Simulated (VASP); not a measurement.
Here is a VASP 6.6.1 calculation.

Contents of INCAR:

```
ALGO = Normal ; EDIFF = 1E-6
ENCUT = 500 ; GGA = PE
GGA_COMPAT = False ; ISIF = 2
ISMEAR = 0 ; LASPH = True
LCHARG = False ; LREAL = False
LWAVE = False ; NBANDS = 19
NELM = 120 ; PREC = Accurate
SIGMA = 0.05
```

The input KPOINTS:

```
k-points
0
Gamma
  8 8 8
```

POSCAR

```
K2S
1.0
    0.0000000000      3.6810337913      3.6810337913
    3.6810337913      0.0000000000      3.6810337913
    3.6810337913      3.6810337913      0.0000000000
K S
2 1
Direct
    0.2500000000      0.2500000000      0.2500000000
    0.7500000000      0.7500000000      0.7500000000
    0.0000000000      0.0000000000      0.0000000000
```

Potentials or basis: VASP PAW PBE potentials, release 64 (K_sv, S).

The run is started by

```bash
$ cat potpaw_PBE.64/K_sv/POTCAR potpaw_PBE.64/S/POTCAR > POTCAR
$ mpirun -np 1 vasp_std > vasp.out
```

**Question.** Estimate the pressure.

**Answer.** 0.8 GPa.

**Question.** Predict the band gap on the k mesh.

**Answer.** 2.42 eV (least direct gap 2.64 eV).

A k mesh can miss the band edges.
